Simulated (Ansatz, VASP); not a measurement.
# Cu3N: VASP beside Ansatz

Contents of INCAR:

```
SYSTEM = Cu3N
  PREC = Accurate
  ENCUT = 600
  EDIFF = 1E-6
  ISMEAR = 0
  SIGMA = 0.01
  LREAL = .False.
  LASPH = .True.
  NELM = 120
  ALGO = Normal
  ISIF = 2
  LWAVE = .False.
  LCHARG = .True.
  GGA = PE
  LELF = .True.
  LVHAR = .True.
  NBANDS = 27
  GGA_COMPAT = .False.
```

KPOINTS

```
regular mesh
0
Gamma
  10 10 10
  0 0 0
```

POSCAR

```
Cu3N
1.0
    3.8651868900      0.0000000000      0.0000000000
    0.0000000000      3.8651868900      0.0000000000
    0.0000000000      0.0000000000      3.8651868900
Cu N
3 1
Direct
    0.5000000000      0.0000000000      0.0000000000
    0.0000000000      0.5000000000      0.0000000000
    0.0000000000      0.0000000000      0.5000000000
    0.0000000000      0.0000000000      0.0000000000
```

Input for Ansatz:

```yaml
crystal:
  lattice:
    - [3.86518689, 0.0, 0.0]
    - [0.0, 3.86518689, 0.0]
    - [0.0, 0.0, 3.86518689]
  atoms:
    - { symbol: Cu, position: [0.5, 0.0, 0.0] }
    - { symbol: Cu, position: [0.0, 0.5, 0.0] }
    - { symbol: Cu, position: [0.0, 0.0, 0.5] }
    - { symbol: "N", position: [0.0, 0.0, 0.0] }
basis:
  ecutwfc: 420
kpoints:
  mp_grid: { grid: [10, 10, 10] }
hamiltonian:
  xc: pbe
scf:
  occupations: { method: gaussian, width: 0.01 }
output:
  forces: true
  stress: true
  eigenvalues: true
```

Alike in both runs: task single point; functional PBE; k mesh 10 × 10 × 10; occupations gaussian, width 0.01 eV; no spin polarisation.

|  | VASP | Ansatz |
| --- | --- | --- |
| version | VASP 6.6.1 | Ansatz 0.2.0 |
| potentials or method | VASP PAW PBE potentials, release 64 (Cu, N), cutoff 600 eV | scalar-relativistic, plane waves, PAW |
| valence electrons in the cell | 38 | 62 |

```tsv
	VASP	Ansatz	Ansatz less VASP
gap on the k mesh at the Fermi level (eV)	0.34	0.32	-0.024
least direct gap on the mesh (eV)	0.87	0.84	-0.027
pressure (GPa)	-2.4	-3.2	-0.76
```

VASP's potentials hold 38 valence electrons a cell and Ansatz's 62, so a difference there can come from the potentials and not from the codes.
